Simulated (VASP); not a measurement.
Here is a VASP 6.6.1 calculation.

Contents of INCAR:

```
SYSTEM = RbP2O5
ALGO = Normal ; EDIFF = 1E-6
ENCUT = 520 ; GGA = PE
ISIF = 2 ; ISMEAR = 0
LASPH = .TRUE. ; LCHARG = .FALSE.
LREAL = .FALSE. ; LWAVE = .FALSE.
NBANDS = 34 ; NELM = 60
PREC = Accurate ; SIGMA = 0.1
```

KPOINTS

```
k-points
0
G
  6 6 6
  0 0 0
```

POSCAR

```
RbP2O5
1.0
    5.4333201349      0.0000000000      0.0000000000
   -2.7166600675      4.7053932637      0.0000000000
    0.0000000000      0.0000000000      5.6890019056
Rb P O
1 2 5
Direct
    0.0000000000      0.0000000000     -0.0406012416
    0.3333333333      0.6666666667      0.4413563018
    0.6666666667      0.3333333333      0.4413563018
    0.3333333333      0.6666666667      1.1794781819
    0.0000000000      0.5000000000      0.5565457614
    0.5000000000      0.5000000000      0.5565457614
    0.5000000000      0.0000000000      0.5565457614
    0.6666666667      0.3333333333      1.1794781819
```

Potentials or basis: VASP PAW PBE potentials, release 64 (Rb_sv, P, O).

Launch:

```bash
$ cat potpaw_PBE.64/Rb_sv/POTCAR potpaw_PBE.64/P/POTCAR potpaw_PBE.64/O/POTCAR > POTCAR
$ mpirun -np 1 vasp_std > vasp.out
```

(1) Predict the band gap on the k mesh.

(2) Estimate the pressure.

(3) What does it give for the largest force?

## Answers

(1) zero (an odd number of electrons rules out a gap without spin polarisation).

(2) -0.3 GPa.

(3) 0.047 eV/Å.

Caveat: an odd number of electrons without spin polarisation forces a metal; a magnetic or distorted state may lie lower.
